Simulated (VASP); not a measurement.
A run of VASP 6.6.1 is set up as follows.

File INCAR:

```
SYSTEM = InAs
PREC = Accurate
ENCUT = 520
EDIFF = 1E-6
ISMEAR = 0
SIGMA = 0.05
LREAL = .FALSE.
LASPH = .TRUE.
NELM = 60
ALGO = Normal
ISIF = 2
LWAVE = .FALSE.
LCHARG = .FALSE.
GGA = PS
NBANDS = 16
```

The input KPOINTS:

```
Automatic mesh
0
G
  14 14 14
  0 0 0
```

Contents of POSCAR:

```
InAs
1.0
    0.0000000000      3.0022995304      3.0022995304
    3.0022995304      0.0000000000      3.0022995304
    3.0022995304      3.0022995304      0.0000000000
In As
1 1
Direct
    0.0000000000      0.0000000000      0.0000000000
    0.2500000000      0.2500000000      0.2500000000
```

Potentials or basis: VASP PAW PBE potentials, release 64 (In_d, As).

Launch:

```bash
$ cat potpaw_PBE.64/In_d/POTCAR potpaw_PBE.64/As/POTCAR > POTCAR
$ mpirun -np 1 vasp_std > vasp.out
```

Problem. Predict the pressure.

Solution. 2.6 GPa.

Problem. Estimate the band gap on the k mesh.

Solution. Zero (filled and empty bands touch).

Caveat: semilocal functionals underestimate gaps, so a narrow gap can read as zero; the PAW data sets were made with another functional, which shifts forces and pressure a little; spin-orbit coupling is left out, which moves the levels of the heavy elements.
